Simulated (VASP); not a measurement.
A run of VASP 6.6.1 is set up as follows.

INCAR

```
SYSTEM = Ru
  PREC = Accurate
  ENCUT = 600
  EDIFF = 1E-6
  ISMEAR = 0
  SIGMA = 0.05
  LREAL = .False.
  LASPH = .True.
  NELM = 80
  ALGO = Normal
  ISIF = 3
  LWAVE = .False.
  LCHARG = .False.
  GGA = PS
  IBRION = 2
  NSW = 80
  EDIFFG = -0.01
```

Contents of KPOINTS:

```
Automatic mesh
0
Gamma
  18 18 10
  0 0 0
```

File POSCAR:

```
Ru
1.0
    2.7000000000      0.0000000000      0.0000000000
   -1.3500000000      2.3382685902      0.0000000000
    0.0000000000      0.0000000000      4.2768000000
Ru
2
Direct
    0.3333333333      0.6666666667      0.7500000000
    0.6666666667      0.3333333333      0.2500000000
```

Potentials or basis: VASP PAW PBE potentials, release 64 (Ru_pv).

Command:

```sh
$ cat potpaw_PBE.64/Ru_pv/POTCAR > POTCAR
$ mpirun -np 1 vasp_std > vasp.out
```

Question: Estimate the relaxed cell.

Answer: a = 2.689 Å, b = 2.689 Å, c = 4.254 Å, α = 90.00°, β = 90.00°, γ = 120.00°.

Question: What does it give for the space group after relaxing (to 0.05 Å)?

Answer: P6_3/mmc (No. 194).

Question: Predict the band gap on the k mesh.

Answer: Zero (band 14 reaches 14.58 eV, above the bottom of band 15 at 11.36 eV).

Final structure:
```
Ru
1.0
     2.68858    0.00000    0.00000
    -1.34429    2.32838    0.00000
     0.00000    0.00000    4.25407
Ru
2
Direct
  0.33333 0.66667 0.75000
  0.66667 0.33333 0.25000
```
